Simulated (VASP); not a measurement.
# Be2CdO3 (P-4m2) in VASP: notebook

Runs on Be2CdO3. Level: PBE. Tasks: single point, relaxation of cell and atoms.

Program: VASP 6.6.1. These are calculated values, not measurements. Logs are shortened: lines on timing, memory, paths and dates and some standing lists are left out, and cuts for length are marked.

### 1 The cell of the first run

The structure is tetragonal, space group P-4m2 (No. 115). The conventional cell has a = 2.923 Å, b = 2.923 Å, c = 8.424 Å, α = 90.00°, β = 90.00°, γ = 90.00°. Be (site symmetry 2mm) has 5 O at 1.57 to 2.08 Å within 2.1 Å. Within 2.7 Å of Cd (site symmetry -4m2) lie 4 O at 2.07 Å. O (site symmetry 2mm) has 5 Be at 1.57 to 2.08 Å within 2.1 Å. O (site symmetry -4m2) has 4 Cd at 2.07 Å within 2.7 Å.

The cell was built from a structure type or drawn by symmetry, and may not be a known phase.

### 2 Single point, PBE

File INCAR:

```
ALGO = Normal
EDIFF = 1E-6
ENCUT = 600
GGA = PE
GGA_COMPAT = F
ISIF = 2
ISMEAR = 0
LASPH = T
LCHARG = T
LELF = T
LREAL = F
LVHAR = T
LWAVE = F
NBANDS = 26
NELM = 120
PREC = Accurate
SIGMA = 0.15
```

File KPOINTS:

```
k-points
0
Gamma
  4 4 2
```

File POSCAR:

```
Be2CdO3
1.0
    2.9229469716      0.0000000000      0.0000000000
    0.0000000000      2.9229469716      0.0000000000
    0.0000000000      0.0000000000      8.4235533544
Be Cd O
2 1 3
Direct
    0.0000000000      0.5000000000      0.5815328964
    0.5000000000      0.0000000000      0.4184671036
    0.0000000000      0.0000000000      0.0000000000
    0.0000000000      0.5000000000      0.3952224003
    0.5000000000      0.0000000000      0.6047775997
    0.5000000000      0.5000000000      0.0000000000
```

Potentials or basis: VASP PAW PBE potentials, release 64 (Be, Cd, O).

Started as:

```bash
> cat potpaw_PBE.64/Be/POTCAR potpaw_PBE.64/Cd/POTCAR potpaw_PBE.64/O/POTCAR > POTCAR
> mpirun -np 1 vasp_std > vasp.out
```

OUTCAR:

```text
EDIFF = 1E-6
   ENCUT = 600
   GGA = PE
   ISIF = 2
   ISMEAR = 0
   LASPH = T
   LREAL = F
   NELM = 120
   PREC = Accurate

 ion  position               nearest neighbor table
   1  0.000  0.500  0.582-   4 1.57   5 2.08   5 2.08   5 2.08   5 2.08
   2  0.500  0.000  0.418-   5 1.57   4 2.08   4 2.08   4 2.08   4 2.08
   3  0.000  0.000  0.000-   6 2.07   6 2.07   6 2.07   6 2.07
   4  0.000  0.500  0.395-   1 1.57   2 2.08   2 2.08   2 2.08   2 2.08
   5  0.500  0.000  0.605-   2 1.57   1 2.08   1 2.08   1 2.08   1 2.08
   6  0.500  0.500  0.000-   3 2.07   3 2.07   3 2.07   3 2.07

  LATTYP: Found a simple tetragonal cell.
 ALAT       =     2.9229469716
 C/A-ratio  =     2.8818700566

  Lattice vectors:

 A1 = (   2.9229469716,   0.0000000000,   0.0000000000)
 A2 = (   0.0000000000,   2.9229469716,   0.0000000000)
 A3 = (   0.0000000000,   0.0000000000,   8.4235533544)

Analysis of symmetry for initial positions (statically):
=====================================================================
 Subroutine PRICEL returns:
 Original cell was already a primitive cell.

 Routine SETGRP: Setting up the symmetry group for a
 simple tetragonal supercell.

 Subroutine GETGRP returns: Found  8 space group operations
 (whereof  8 operations were pure point group operations)
 out of a pool of 16 trial point group operations.

The static configuration has the point symmetry D_2d.

Analysis of symmetry for dynamics (positions and initial velocities):
=====================================================================
 Subroutine PRICEL returns:
 Original cell was already a primitive cell.

 Routine SETGRP: Setting up the symmetry group for a
 simple tetragonal supercell.

 Subroutine GETGRP returns: Found  8 space group operations
 (whereof  8 operations were pure point group operations)
 out of a pool of 16 trial point group operations.

The dynamic configuration has the point symmetry D_2d.

 Subroutine INISYM returns: Found  8 space group operations
 (whereof  8 operations are pure point group operations),
 and found     1 'primitive' translations

----------------------------------------------------------------------------------------

                                     Primitive cell

  volume of cell :      71.9676

  direct lattice vectors                    reciprocal lattice vectors
[... 84 lines left out ...]
   EDIFFG = 0.1E-04   stopping-criterion for IOM
   NSW    =      0    number of steps for IOM
   IBRION =     -1    ionic relax: 0-MD 1-quasi-New 2-CG
   NFREE  =      0    steps in history (QN), initial steepest desc. (CG)
   ISIF   =      2    stress and relaxation
   ISYM   =      2    0-nonsym 1-usesym 2-fastsym
   POTIM  = 0.5000    time-step for ionic-motion
   TEBEG  =    0.0;   TEEND  =   0.0 temperature during run
   PSTRESS=    0.0 pullay stress
   NELECT =      34.0000    total number of electrons
   NUPDOWN=      -1.0000    fix difference up-down
   EMIN   =  10.00;   EMAX   =-10.00  energy-range for DOS
   EFERMI =   0.00;   METHOD = LEGACY
   ISMEAR =     0;   SIGMA  =   0.15  broadening in eV -4-tet -1-fermi 0-gaus
   EFERMI_NEDOS =   21; number of points for ismear=-14 and -15
   IALGO  =     38    algorithm
   IMIX   =      4    mixing-type and parameters
     AMIX     =   0.40;   BMIX     =  1.00
     AMIX_MAG =   1.60;   BMIX_MAG =  1.00
  volume/ion in A,a.u.               =      11.99        80.94
  Fermi-wavevector in a.u.,A,eV,Ry     =   1.275035  2.409467 22.119181  1.625714
  Thomas-Fermi vector in A             =   2.407770
   LORBIT       =      0    0 simple, 1 ext, 2 COOP (PROOUT), +10 PAW based schemes
   GGA     = PE    functional components
   LHFCALC =     F    Hartree Fock is set to
   AEXX    =    0.0000 exact exchange contribution
   IVDW    =     0    specifies the selected vdW correction
   LEPSILON=     F    determine dielectric tensor
   LRPA    =     F    only Hartree local field effects (RPA)
 non-spin polarized calculation
 Gauss-broadening in eV      SIGMA  =   0.15
  energy-cutoff  :      600.00
  volume of cell :       71.97
 maximum number of plane-waves:      2440
 NGX is ok and might be reduce to    24
   NGX = 11   NGY = 11   NGZ = 33

 number of electron      33.9999982 magnetization

 Free energy of the ion-electron system (eV)
  ---------------------------------------------------
  ext. energy  EPLUGINS =         0.00000000
  ---------------------------------------------------
  free energy    TOTEN  =       -30.81862999 eV

  energy without entropy =      -30.80586521  energy(sigma->0) =      -30.81224760

 E-fermi :   3.4692     XC(G=0):  -9.7512

 val. band max:        3.4590311954   @ k =   0.0000   0.0000   0.5000
 cond. band min:       4.1938877722   @ k =   0.0000   0.0000   0.5000
 fundamental gap:      0.7348565768
 Fermi energy:         3.4691571024

 k-point     1 :       0.0000    0.0000    0.0000
  band No.  band energies     occupation
      1     -17.3454      2.00000
      2     -16.2733      2.00000
      3     -15.6209      2.00000
      4      -5.7539      2.00000
      5      -4.6854      2.00000
      6      -4.4812      2.00000
[... 337 lines left out ...]
     25      12.8732      0.00000
     26      13.0421      0.00000

------------------------ aborting loop because EDIFF is reached ----------------------------------------

  FORCE on cell =-STRESS in cart. coord.  units (eV):
  Direction    XX          YY          ZZ          XY          YZ          ZX
  --------------------------------------------------------------------------------------
  -------------------------------------------------------------------------------------
  Total        0.8355667      0.8355667      0.3311936      0.0000000      0.0000000      0.0000000
  in kB       18.6017809     18.6017809      7.3731874      0.0000000      0.0000000      0.0000000
  external PRESSURE =      14.8589164 kB  Pullay stress =       0.0000000 kB

 VOLUME and BASIS-vectors are now :
 -----------------------------------------------------------------------------
  energy-cutoff  :      600.00
  volume of cell :       71.97
      direct lattice vectors                 reciprocal lattice vectors
     2.922946972  0.000000000  0.000000000     0.342120473  0.000000000  0.000000000
     0.000000000  2.922946972  0.000000000     0.000000000  0.342120473  0.000000000
     0.000000000  0.000000000  8.423553354     0.000000000  0.000000000  0.118714746

 POSITION                                       TOTAL-FORCE (eV/Angst)
 -----------------------------------------------------------------------------------
      0.00000      1.46147      4.89857         0.000000     -0.000000      0.079533
      1.46147      0.00000      3.52498         0.000000     -0.000000     -0.079533
      0.00000      0.00000      0.00000         0.000000     -0.000000     -0.000000
      0.00000      1.46147      3.32918         0.000000     -0.000000     -0.021886
      1.46147      0.00000      5.09438         0.000000     -0.000000      0.021886
      1.46147      1.46147      0.00000        -0.000000      0.000000     -0.000000
 -----------------------------------------------------------------------------------
    total drift:                                0.000000     -0.000000     -0.000000

  FREE ENERGIE OF THE ION-ELECTRON SYSTEM (eV)
  ---------------------------------------------------
  free  energy   TOTEN  =       -30.8186299908 eV

  energy  without entropy=      -30.8058652113  energy(sigma->0) =      -30.81224760
```

OSZICAR:

```text
N       E                     dE             d eps       ncg     rms          rms(c)
DAV:   1     0.249844314885E+03    0.24984E+03   -0.19587E+04   624   0.140E+03
DAV:   2    -0.177540130138E+02   -0.26760E+03   -0.24847E+03   716   0.338E+02
DAV:   3    -0.357193523288E+02   -0.17965E+02   -0.17773E+02   814   0.934E+01
DAV:   4    -0.359092838027E+02   -0.18993E+00   -0.18962E+00   704   0.105E+01
DAV:   5    -0.359109000365E+02   -0.16162E-02   -0.16158E-02   788   0.924E-01    0.203E+01
DAV:   6    -0.310575096245E+02    0.48534E+01   -0.16375E+01   782   0.372E+01    0.120E+01
DAV:   7    -0.308829255130E+02    0.17458E+00   -0.12672E+00   782   0.890E+00    0.803E+00
DAV:   8    -0.308238281404E+02    0.59097E-01   -0.32285E-01   742   0.470E+00    0.888E-01
DAV:   9    -0.308178367636E+02    0.59914E-02   -0.37338E-02   750   0.151E+00    0.362E-01
DAV:  10    -0.308180193866E+02   -0.18262E-03   -0.50146E-03   692   0.455E-01    0.213E-01
DAV:  11    -0.308186127998E+02   -0.59341E-03   -0.13966E-03   670   0.264E-01    0.369E-02
DAV:  12    -0.308186148865E+02   -0.20867E-05   -0.10720E-04   768   0.680E-02    0.199E-02
DAV:  13    -0.308186298907E+02   -0.15004E-04   -0.42535E-05   676   0.396E-02    0.910E-03
DAV:  14    -0.308186299908E+02   -0.10007E-06   -0.51965E-06   786   0.154E-02
   1 F= -.30818630E+02 E0= -.30812248E+02  d E =-.127648E-01
```

It took 46 s on 1 thread of Intel Xeon 8259CL, shared host; peak memory 0.2 GiB.

Results:

```
Free energy            : -30.8186 eV
Pressure               : 1.5 GPa
Largest force          : 0.080 eV/Å
Band gap on the k mesh : zero (bands 17 and 18 overlap by 0.46 eV)
```

Forces on the atoms (eV/Å):
```
Be   0.000  0.000  0.080
Be   0.000  0.000 -0.080
Cd   0.000  0.000  0.000
O    0.000  0.000 -0.022
O    0.000  0.000  0.022
O    0.000  0.000  0.000
```

Stress tensor (GPa, compression positive):
```
1.86 0.00 0.00
0.00 1.86 0.00
0.00 0.00 0.74
```

Caveat: the k points lie up to 0.54 Å⁻¹ apart; semilocal functionals underestimate gaps, so a narrow gap can read as zero.

### 3 Relaxation of cell and atoms, PBE

This run uses another cell than the first one, of 11.07 Å³/atom.

File INCAR:

```
SYSTEM = Be2CdO3
ALGO = Normal
EDIFF = 1E-7
EDIFFG = -0.08
ENCUT = 600
GGA = PE
GGA_COMPAT = .False.
IBRION = 2
ISIF = 3
ISMEAR = 0
LASPH = .True.
LCHARG = .False.
LREAL = .False.
LWAVE = .False.
NELM = 120
NELMIN = 4
NSW = 36
PREC = Accurate
SIGMA = 0.15
```

File KPOINTS:

```
k-points
0
Gamma
  4 4 2
  0 0 0
```

File POSCAR:

```
Be2CdO3
1.0
    3.1124495400      0.0000000000      0.0000000000
    0.0000000000      3.1124495400      0.0000000000
    0.0000000000      0.0000000000      6.8570185700
Be Cd O
2 1 3
Direct
    0.0000000000      0.5000000000      0.7315000300
    0.5000000000      0.0000000000      0.2684999700
    0.0000000000      0.0000000000      0.0000000000
    0.0000000000      0.5000000000      0.3835000100
    0.5000000000      0.0000000000      0.6164999900
    0.5000000000      0.5000000000      0.0000000000
```

Potentials or basis: VASP PAW PBE potentials, release 64 (Be, Cd, O).

Started as:

```bash
> cat potpaw_PBE.64/Be/POTCAR potpaw_PBE.64/Cd/POTCAR potpaw_PBE.64/O/POTCAR > POTCAR
> mpirun -np 1 vasp_std > vasp.out
```

It took 7.5 min on 1 thread of Intel Xeon 8259CL, shared host; peak memory 0.22 GiB.

It converged, with:

```
Free energy                           : -30.7976 eV
Relaxed volume                        : 11.56 Å³/atom
Relaxed cell                          : a = 2.936 Å, b = 2.936 Å, c = 8.049 Å, α = 90.00°, β = 90.00°, γ = 90.00°
Space group after relaxing (to 0.1 Å) : P-4m2 (No. 115)
Energy gained by relaxing             : 1253.0 meV/atom
Ionic steps                           : 19
Pressure after relaxing               : 0.6 GPa
Largest force after relaxing          : 0.032 eV/Å
Band gap on the k mesh                : zero (bands 17 and 18 overlap by 0.50 eV)
```

Forces on the atoms (eV/Å):
```
Be   0.000  0.000  0.032
Be   0.000  0.000 -0.032
Cd   0.000  0.000  0.000
O    0.000  0.000  0.026
O    0.000  0.000 -0.026
O    0.000  0.000  0.000
```

Stress tensor (GPa, compression positive):
```
0.46 0.00 0.00
0.00 0.46 0.00
0.00 0.00 0.82
```

The path:
| step | energy change (eV) | largest force (eV/Å) | pressure (GPa) | volume (Å³) |
| --- | --- | --- | --- | --- |
| 1 | 0.0000 | 5.3473 | -9.25 | 66.43 |
| 2 | -3.4805 | 4.3424 | -7.52 | 60.47 |
| 3 | -5.0363 | 3.8238 | 10.89 | 53.37 |
| 4 | -5.0896 | 2.9073 | 5.89 | 54.55 |
| 5 | -6.6323 | 2.3493 | 6.50 | 55.68 |
| 6 | -6.8511 | 1.4031 | 13.53 | 56.30 |
| 7 | -6.8727 | 1.2023 | 10.78 | 56.12 |
| 8 | -6.8756 | 1.0269 | 11.41 | 56.16 |
| 9 | -7.2131 | 0.4862 | -4.75 | 63.77 |
| 10 | -7.2148 | 0.5100 | -3.93 | 63.22 |
| 11 | -7.3910 | 0.3895 | 1.34 | 63.45 |
| 12 | -7.4010 | 0.7147 | 3.58 | 63.49 |
| 13 | -7.4532 | 0.7452 | 0.70 | 66.70 |
| 14 | -7.4585 | 0.6216 | 1.26 | 65.91 |
| 15 | -7.5033 | 0.2797 | -0.49 | 68.25 |
| 16 | -7.5093 | 0.2735 | -1.19 | 69.38 |
| 17 | -7.5054 | 0.4247 | 2.30 | 68.95 |
| 18 | -7.5147 | 0.1110 | 0.31 | 69.19 |
| 19 | -7.5181 | 0.0325 | 0.58 | 69.38 |

Final structure:
```yaml
crystal:
  lattice:
    - [2.93592, 0.00000, 0.00000]
    - [0.00000, 2.93592, 0.00000]
    - [0.00000, 0.00000, 8.04894]
  atoms:
    - { symbol: Be, position: [0.00000, 0.50000, 0.58542] }
    - { symbol: Be, position: [0.50000, 0.00000, 0.41458] }
    - { symbol: Cd, position: [0.00000, 0.00000, 0.00000] }
    - { symbol: O, position: [0.00000, 0.50000, 0.39054] }
    - { symbol: O, position: [0.50000, 0.00000, 0.60946] }
    - { symbol: O, position: [0.50000, 0.50000, 0.00000] }
```

Levels at points of the mesh, in eV from the Fermi level:
```
           k point  band 15  band 16  band 17  band 18  band 19  band 20
(0.00, 0.00, 0.00)    -3.63    -3.14    -3.14    -0.54     2.07     2.16
(0.50, 0.00, 0.00)    -3.58    -2.28    -0.04     2.28     3.48     4.60
(0.50, 0.50, 0.00)    -4.80    -4.80    -2.84     2.94     2.94     3.54
(0.00, 0.00, 0.50)    -3.64    -3.13    -3.13     0.03     0.73     3.28
(0.50, 0.00, 0.50)    -3.58    -2.22    -0.04     2.83     3.13     3.86
(0.50, 0.50, 0.50)    -4.80    -4.80    -2.87     2.95     2.95     3.62
```

Caveat: the k points lie up to 0.54 Å⁻¹ apart in the final cell; semilocal functionals underestimate gaps, so a narrow gap can read as zero; a cell axis changed by over 15 % at a fixed basis, so the end point is rough; the relaxation stopped at a loose force limit of 0.08 eV/Å, so its end isn't a converged minimum.
